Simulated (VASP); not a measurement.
# W (Fm-3m) in VASP: further runs, part 2 of 3

VASP 6.6.1.

## 4. Single point, PBE (volume scaled by 0.88)

Contents of INCAR:

```
ALGO = Normal ; EDIFF = 1E-6
ENCUT = 520 ; GGA = PE
ISIF = 2 ; ISMEAR = -1
LASPH = T ; LCHARG = T
LELF = T ; LREAL = F
LVHAR = T ; LWAVE = F
NBANDS = 13 ; NELM = 80
PREC = Accurate ; SIGMA = 0.1
```

Contents of KPOINTS:

```
k-points
0
Gamma
  22 22 22
```

Contents of POSCAR:

```
W
1.0
    0.0000000000      1.9347869050      1.9347869050
    1.9347869050      0.0000000000      1.9347869050
    1.9347869050      1.9347869050      0.0000000000
W
1
Direct
    0.0000000000      0.0000000000      0.0000000000
```

Potentials or basis: VASP PAW PBE potentials, release 64 (W_sv).

Run with:

```console
cat potpaw_PBE.64/W_sv/POTCAR > POTCAR
mpirun -np 1 vasp_std > vasp.out
```

OUTCAR:

```text
EDIFF = 1E-6
   ENCUT = 520
   GGA = PE
   ISIF = 2
   ISMEAR = -1
   LASPH = T
   LREAL = F
   NELM = 80
   PREC = Accurate

 ion  position               nearest neighbor table
   1  0.000  0.000  0.000-

  LATTYP: Found a face centered cubic cell.
 ALAT       =     3.8695738100

  Lattice vectors:

 A1 = (   0.0000000000,   1.9347869050,   1.9347869050)
 A2 = (   1.9347869050,   0.0000000000,   1.9347869050)
 A3 = (   1.9347869050,   1.9347869050,   0.0000000000)

Analysis of symmetry for initial positions (statically):
=====================================================================
 Subroutine PRICEL returns:
 Original cell was already a primitive cell.

 Routine SETGRP: Setting up the symmetry group for a
 face centered cubic supercell.

 Subroutine GETGRP returns: Found 48 space group operations
 (whereof 48 operations were pure point group operations)
 out of a pool of 48 trial point group operations.

The static configuration has the point symmetry O_h .

Analysis of symmetry for dynamics (positions and initial velocities):
=====================================================================
 Subroutine PRICEL returns:
 Original cell was already a primitive cell.

 Routine SETGRP: Setting up the symmetry group for a
 face centered cubic supercell.

 Subroutine GETGRP returns: Found 48 space group operations
 (whereof 48 operations were pure point group operations)
 out of a pool of 48 trial point group operations.

The dynamic configuration has the point symmetry O_h .

 Subroutine INISYM returns: Found 48 space group operations
 (whereof 48 operations are pure point group operations),
 and found     1 'primitive' translations

----------------------------------------------------------------------------------------

                                     Primitive cell

  volume of cell :      14.4854

  direct lattice vectors                    reciprocal lattice vectors
     0.000000000  1.934786905  1.934786905    -0.258426392  0.258426392  0.258426392
     1.934786905  0.000000000  1.934786905     0.258426392 -0.258426392  0.258426392
     1.934786905  1.934786905  0.000000000     0.258426392  0.258426392 -0.258426392

  length of vectors
     2.736201881  2.736201881  2.736201881     0.447607642  0.447607642  0.447607642

  position of ions in fractional coordinates (direct lattice)
     0.000000000  0.000000000  0.000000000

  ion indices of the primitive-cell ions
   primitive index   ion index
                 1           1

----------------------------------------------------------------------------------------

 KPOINTS: k-points

Automatic generation of k-mesh.
 Grid dimensions read from file:
 generate k-points for:   22   22   22

 Generating k-lattice:

  Cartesian coordinates                     Fractional coordinates (reciprocal lattice)
    -0.011746654  0.011746654  0.011746654     0.045454545  0.000000000  0.000000000
     0.011746654 -0.011746654  0.011746654     0.000000000  0.045454545  0.000000000
     0.011746654  0.011746654 -0.011746654     0.000000000  0.000000000  0.045454545

  Length of vectors
     0.020345802  0.020345802  0.020345802

  Shift w.r.t. Gamma in fractional coordinates (k-lattice)
     0.000000000  0.000000000  0.000000000

 Subroutine IBZKPT returns following result:
 ===========================================

 Found    328 irreducible k-points:

 Following reciprocal coordinates:
            Coordinates               Weight
  0.000000  0.000000  0.000000      1.000000
  0.045455  0.000000  0.000000      8.000000
  0.090909  0.000000  0.000000      8.000000
  0.136364  0.000000  0.000000      8.000000
  0.181818  0.000000  0.000000      8.000000
  0.227273  0.000000  0.000000      8.000000
[... 16 lines left out ...]
  0.500000  0.045455  0.000000     24.000000
 -0.454545  0.045455  0.000000     24.000000
 [... further k-points ...]
   k-points           NKPTS =    328   k-points in BZ     NKDIM =    328   number of bands    NBANDS=     13
   number of dos      NEDOS =    301   number of ions     NIONS =      1
   total plane-waves  NPLWV =   8000
   dimension x,y,z NGX =    20 NGY =   20 NGZ =   20
   dimension x,y,z NGXF=    40 NGYF=   40 NGZF=   40
   ions per type =               1
   NGX,Y,Z   is equivalent  to a cutoff of  12.15, 12.15, 12.15 a.u.
   NGXF,Y,Z  is equivalent  to a cutoff of  24.30, 24.30, 24.30 a.u.
 SYSTEM =  unknown system
   PREC   = accura    normal or accurate (medium, high low for compatibility)
   ISTART =      0    job   : 0-new  1-cont  2-samecut
   ICHARG =      2    charge: 1-file 2-atom 10-const
   ISPIN  =      1    spin polarized calculation?
   LNONCOLLINEAR =      F non collinear calculations
   LSORBIT =      F    spin-orbit coupling
   LASPH  =      T    aspherical Exc in radial PAW
   ENCUT  =  520.0 eV  38.22 Ry    6.18 a.u.   5.09  5.09  5.09*2*pi/ulx,y,z
   NELM   =     80;   NELMIN=  2; NELMDL= -5     # of ELM steps
   EDIFF  = 0.1E-05   stopping-criterion for ELM
   LREAL  =      F    real-space projection
   EDIFFG = 0.1E-04   stopping-criterion for IOM
   NSW    =      0    number of steps for IOM
   IBRION =     -1    ionic relax: 0-MD 1-quasi-New 2-CG
   NFREE  =      0    steps in history (QN), initial steepest desc. (CG)
   ISIF   =      2    stress and relaxation
   ISYM   =      2    0-nonsym 1-usesym 2-fastsym
   POTIM  = 0.5000    time-step for ionic-motion
   TEBEG  =    0.0;   TEEND  =   0.0 temperature during run
   PSTRESS=    0.0 pullay stress
   NELECT =      14.0000    total number of electrons
   NUPDOWN=      -1.0000    fix difference up-down
   EMIN   =  10.00;   EMAX   =-10.00  energy-range for DOS
   EFERMI =   0.00;   METHOD = LEGACY
   ISMEAR =    -1;   SIGMA  =   0.10  broadening in eV -4-tet -1-fermi 0-gaus
   EFERMI_NEDOS =   21; number of points for ismear=-14 and -15
   IALGO  =     38    algorithm
   IMIX   =      4    mixing-type and parameters
     AMIX     =   0.40;   BMIX     =  1.00
     AMIX_MAG =   1.60;   BMIX_MAG =  1.00
  volume/ion in A,a.u.               =      14.49        97.75
  Fermi-wavevector in a.u.,A,eV,Ry     =   1.618606  3.058721 35.645687  2.619884
  Thomas-Fermi vector in A             =   2.712841
   LORBIT       =      0    0 simple, 1 ext, 2 COOP (PROOUT), +10 PAW based schemes
   GGA     = PE    functional components
[... 5 lines left out ...]
 non-spin polarized calculation
  energy-cutoff  :      520.00
  volume of cell :       14.49
 maximum number of plane-waves:       398
   NGX = 11   NGY = 11   NGZ = 11

 number of electron      14.0000003 magnetization

 Free energy of the ion-electron system (eV)
  ---------------------------------------------------
  ext. energy  EPLUGINS =         0.00000000
  ---------------------------------------------------
  free energy    TOTEN  =       -12.22469882 eV

  energy without entropy =      -12.19060574  energy(sigma->0) =      -12.20765228

 E-fermi :  12.2897     XC(G=0): -14.1454

 val. band max:       12.2864125903   @ k =   0.4091   0.1364   0.0455
 cond. band min:      12.2956252814   @ k =  -0.4091   0.1818   0.0455
 fundamental gap:      0.0092126912
 Fermi energy:        12.2896854285

 k-point     1 :       0.0000    0.0000    0.0000
  band No.  band energies     occupation
      1     -61.1623      2.00000
      2     -24.5897      2.00000
      3     -24.5897      2.00000
      4     -24.5897      2.00000
      5       2.6653      2.00000
      6      11.5531      1.99874
      7      11.5531      1.99874
      8      11.5531      1.99874
      9      15.2830      0.00000
     10      15.2830      0.00000
     11      25.2058      0.00000
     12      31.0674      0.00000
     13      31.0674      0.00000

 k-point     2 :       0.0455    0.0000    0.0000
  band No.  band energies     occupation
      1     -61.1585      2.00000
      2     -24.6283      2.00000
      3     -24.5944      2.00000
      4     -24.5944      2.00000
      5       2.7724      2.00000
      6      11.4662      1.99947
      7      11.6039      1.99790
      8      11.6039      1.99790
      9      15.2300      0.00000
     10      15.2300      0.00000
     11      25.4247      0.00000
[... 339 lines left out ...]
 k-point    24 :      -0.4545    0.0455    0.0000
  band No.  band energies     occupation
      1     -60.9764      2.00000
      2     -26.2956      2.00000
      3     -24.8446      2.00000
      4     -24.8165      2.00000
      5       6.0728      2.00000
      6      11.1459      1.99998
      7      11.3546      1.99983
      8      13.1439      0.00039
      9      18.0306      0.00000
     10      18.5013      0.00000
     11      24.3572      0.00000
     12      25.4677      0.00000
     13      32.3207      0.00000

 [... further k-points ...]

------------------------ aborting loop because EDIFF is reached ----------------------------------------

  FORCE on cell =-STRESS in cart. coord.  units (eV):
  Direction    XX          YY          ZZ          XY          YZ          ZX
  --------------------------------------------------------------------------------------
  -------------------------------------------------------------------------------------
  Total        4.3080044      4.3080044      4.3080044     -0.0000000      0.0000000     -0.0000000
  in kB      476.4938541    476.4938541    476.4938541     -0.0000000      0.0000000     -0.0000000
  external PRESSURE =     476.4938541 kB  Pullay stress =       0.0000000 kB

 VOLUME and BASIS-vectors are now :
 -----------------------------------------------------------------------------
  energy-cutoff  :      520.00
  volume of cell :       14.49
      direct lattice vectors                 reciprocal lattice vectors
     0.000000000  1.934786905  1.934786905    -0.258426392  0.258426392  0.258426392
     1.934786905  0.000000000  1.934786905     0.258426392 -0.258426392  0.258426392
     1.934786905  1.934786905  0.000000000     0.258426392  0.258426392 -0.258426392

 POSITION                                       TOTAL-FORCE (eV/Angst)
 -----------------------------------------------------------------------------------
      0.00000      0.00000      0.00000        -0.000000     -0.000000     -0.000000
 -----------------------------------------------------------------------------------
    total drift:                                0.000000      0.000000      0.000000

  FREE ENERGIE OF THE ION-ELECTRON SYSTEM (eV)
  ---------------------------------------------------
  free  energy   TOTEN  =       -12.2246988207 eV

  energy  without entropy=      -12.1906057363  energy(sigma->0) =      -12.20765228
```

Run time: 24 s. Hardware: 1 thread of Intel Xeon Platinum 8488C (Sapphire Rapids), shared host; peak memory 0.17 GiB.

Results:

| Quantity | Value |
| --- | --- |
| Free energy | -12.2247 eV |
| Pressure | 47.6 GPa |
| Band gap on the k mesh | zero (band 7 reaches 16.16 eV, above the bottom of band 8 at 11.55 eV) |

Levels at points of the mesh, in eV from the Fermi level:
```
           k point  band 5  band 6  band 7  band 8  band 9  band 10
(0.00, 0.00, 0.00)   -9.62   -0.74   -0.74   -0.74    2.99     2.99
(0.50, 0.00, 0.00)   -6.32   -1.02   -1.02    1.10    5.97     5.97
(0.50, 0.50, 0.00)   -6.43   -5.37    3.87    5.95    6.87     6.87
```

Caveat: spin-orbit coupling is left out, which moves the levels of the heavy elements.

[end of part 2 of 3]
